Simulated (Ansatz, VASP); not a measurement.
## SrCaSO: VASP beside Ansatz

```
CELL_PARAMETERS angstrom
4.01471 0.00000 0.00000
0.00000 4.01471 0.00000
0.00000 0.00000 5.37019
ATOMIC_POSITIONS crystal
Sr 0.00000 0.00000 0.00000
Ca 0.50000 0.50000 0.50000
S 0.50000 0.50000 0.00000
O 0.00000 0.00000 0.50000
```

Alike in both runs: task single point; functional PBE; k mesh 8 × 8 × 6; occupations gaussian, width 0.01 eV; no spin polarisation.

```csv
,VASP,Ansatz
version,VASP 6.6.1,Ansatz 0.2.0
potentials or method,"VASP PAW PBE potentials, release 64 (Sr_sv, Ca_sv, S, O), cutoff 520 eV","scalar-relativistic, plane waves, PAW"
valence electrons in the cell,32,32
```

Ansatz gave:

- gap on the k mesh at the Fermi level (eV): 2.20
- least direct gap on the mesh (eV): 2.20

Q: Estimate VASP's values.

A: gap on the k mesh at the Fermi level (eV): 2.18; least direct gap on the mesh (eV): 2.18.
